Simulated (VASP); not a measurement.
A run of VASP 6.6.1:

INCAR

```
SYSTEM = Mg2Ti3O3
  PREC = Accurate
  ENCUT = 520
  EDIFF = 1E-6
  ISMEAR = 0
  SIGMA = 0.2
  LREAL = .FALSE.
  LASPH = .TRUE.
  NELM = 100
  ALGO = Normal
  ISIF = 2
  LWAVE = .FALSE.
  LCHARG = .FALSE.
  GGA = PE
  NBANDS = 39
```

File KPOINTS:

```
Automatic mesh
0
G
  8 4 4
  0 0 0
```

Contents of POSCAR:

```
Mg2Ti3O3
1.0
    2.8447972872      0.0303391150      0.0652875109
    1.2832283145      5.1273723421      0.0548190690
    0.8436253012      2.3714397598      7.4084903522
Mg Ti O
2 3 3
Direct
    0.3886738262      0.8737394767      0.0750177080
    0.5594027412      0.2544939946      0.2492030392
    0.9352108752      0.9889972812      0.7155396511
    0.1562686283      0.7048324210      0.4682133393
    0.1711792128      0.4207063796      0.8216829022
    0.7443963158      0.4185603653      0.6233838625
    0.5259997458      0.6915150158      0.8684468420
    0.5188686545      0.9804883987      0.5118459893
```

Potentials or basis: VASP PAW PBE potentials, release 64 (Mg, Ti_sv, O).

The run is started by

```console
$ cat potpaw_PBE.64/Mg/POTCAR potpaw_PBE.64/Ti_sv/POTCAR potpaw_PBE.64/O/POTCAR > POTCAR
$ mpirun -np 1 vasp_std > vasp.out
```

Hardware: 1 thread of Intel(R) Xeon(R) Platinum 8259CL CPU @ 2.50GHz (Skylake/Cascade Lake), with other jobs on the host.

**Question.** How long does it take, and how much memory?

**Answer.** It took 6.4 min on 1 thread of Intel(R) Xeon(R) Platinum 8259CL CPU @ 2.50GHz (Skylake/Cascade Lake), on a shared host, peak memory 0.39 GiB. Counts: scf iterations 18, k points 68.
